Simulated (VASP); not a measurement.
A run of VASP 6.6.1 is set up as follows.

Contents of POSCAR:

```
Ge
1.0
    0.0000000000      2.8476450493      2.8476450493
    2.8476450493      0.0000000000      2.8476450493
    2.8476450493      2.8476450493      0.0000000000
Ge
2
Direct
    0.7500000000      0.7500000000      0.7500000000
    0.5000000000      0.5000000000      0.5000000000
```

INCAR.step1

```
ALGO = Normal ; EDIFF = 1E-4
ENCUT = 520 ; GGA = PE
ISMEAR = -1 ; LASPH = T
LCHARG = F ; LREAL = F
LWAVE = T ; NBANDS = 21
NELM = 60 ; PREC = Accurate
SIGMA = 0.05
```

The input INCAR.step2:

```
ALGO = Normal ; BPARAM = 11.95
CPARAM = 0.0093 ; EDIFF = 1E-6
ENCUT = 520 ; ISIF = 2
ISMEAR = -1 ; ISTART = 1
IVDW_NL = 2 ; LASPH = T
LCHARG = T ; LELF = T
LMIXTAU = T ; LREAL = F
LUSE_VDW = T ; LVHAR = T
LWAVE = F ; METAGGA = R2SCAN
NBANDS = 21 ; NELM = 60
PREC = Accurate ; SIGMA = 0.05
```

KPOINTS

```
k-points
0
Gamma
  8 8 8
```

Potentials or basis: VASP PAW PBE potentials, release 64 (Ge_d).

Run with:

```console
$ cat potpaw_PBE.64/Ge_d/POTCAR > POTCAR
$ cp INCAR.step1 INCAR
$ mpirun -np 1 vasp_std > vasp.out
$ cp INCAR.step2 INCAR
$ mpirun -np 1 vasp_std > vasp.out
```

(1) Estimate the pressure.

(2) Estimate the band gap on the k mesh.

Results:

(1) -1.5 GPa.

(2) 0.22 eV.

Caveat: the PAW data sets were made with another functional, which shifts forces and pressure a little.
